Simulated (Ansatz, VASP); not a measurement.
## CdS: VASP beside Ansatz

```
Cd S
1.0
     0.00000    2.91650    2.91650
     2.91650    0.00000    2.91650
     2.91650    2.91650    0.00000
Cd S
1 1
Direct
  0.00000 0.00000 0.00000
  0.75000 0.75000 0.75000
```

Alike in both runs: task single point; functional PBE; k mesh 5 × 5 × 5; occupations fermi-dirac, width 0.02 eV; no spin polarisation.

|  | VASP | Ansatz |
| --- | --- | --- |
| version | VASP 6.6.1 | Ansatz 0.2.0 |
| potentials or method | VASP PAW PBE potentials, release 64 (Cd, S), cutoff 520 eV | all-electron LAPW, scalar-relativistic |

Ansatz gave:

| Quantity | Value |
| --- | --- |
| gap on the k mesh at the Fermi level (eV) | 1.14 |
| least direct gap on the mesh (eV) | 1.14 |
| pressure (GPa) | 2.9 |

Task: Estimate VASP's values.

Result: gap on the k mesh at the Fermi level (eV): 1.15; least direct gap on the mesh (eV): 1.15; pressure (GPa): 3.2.

Ansatz ran all-electron here, and VASP with PAW potentials.
